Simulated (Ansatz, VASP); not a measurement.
**As in VASP and in Ansatz**

The input INCAR:

```
PREC = Accurate
ENCUT = 600
EDIFF = 1E-6
ISMEAR = 0
SIGMA = 0.1
LREAL = F
LASPH = T
NELM = 100
ALGO = Normal
ISIF = 3
LWAVE = F
LCHARG = F
GGA = PE
IVDW = 12
IBRION = 2
NSW = 100
EDIFFG = -0.005
```

KPOINTS

```
Automatic mesh
0
Gamma
  16 16 16
```

The input POSCAR:

```
As
1.0
    2.7036817444      0.0000000000      0.0000000000
    0.0000000000      2.7036817444      0.0000000000
    0.0000000000      0.0000000000      2.7036817444
As
1
Direct
    0.5000000000      0.5000000000      0.5000000000
```

Input for Ansatz:

```yaml
crystal:
  lattice:
    - [2.7036817444, 0.0, 0.0]
    - [0.0, 2.7036817444, 0.0]
    - [0.0, 0.0, 2.7036817444]
  atoms:
    - { symbol: As, position: [0.5, 0.5, 0.5] }
basis:
  ecutwfc: 420
kpoints:
  mp_grid: { grid: [16, 16, 16] }
hamiltonian:
  xc: pbe
  dispersion: d3bj
scf:
  occupations: { method: gaussian, width: 0.1 }
output:
  forces: true
  stress: true
  eigenvalues: true
relax:
  adjacent_minimum: "off"
  f_tol: 0.005
  max_steps: 80
  cell: { stress_tol: 0.05 }
```

Alike in both runs: task relaxation of cell and atoms; functional PBE; dispersion D3(BJ); k mesh 16 × 16 × 16; occupations gaussian, width 0.1 eV; no spin polarisation.

|  | VASP | Ansatz |
| --- | --- | --- |
| version | VASP 6.6.1 | Ansatz 0.2.0 |
| potentials or method | VASP PAW PBE potentials, release 64 (As), cutoff 600 eV | scalar-relativistic, plane waves, PAW |
| valence electrons in the cell | 5 | 15 |

```tsv
	VASP	Ansatz	Ansatz less VASP
gap on the k mesh at the Fermi level, each at its own relaxed structure (eV)	none	none	-
relaxed volume (Å³/atom)	19.48	19.44	-0.043
relaxed cell length with the largest relative difference (Å)	2.691	2.689	-0.0020
```

A gap of «none» marks a metal or a gap that the smearing closes. VASP's potentials hold 5 valence electrons a cell and Ansatz's 15, so a difference there can come from the potentials and not from the codes.
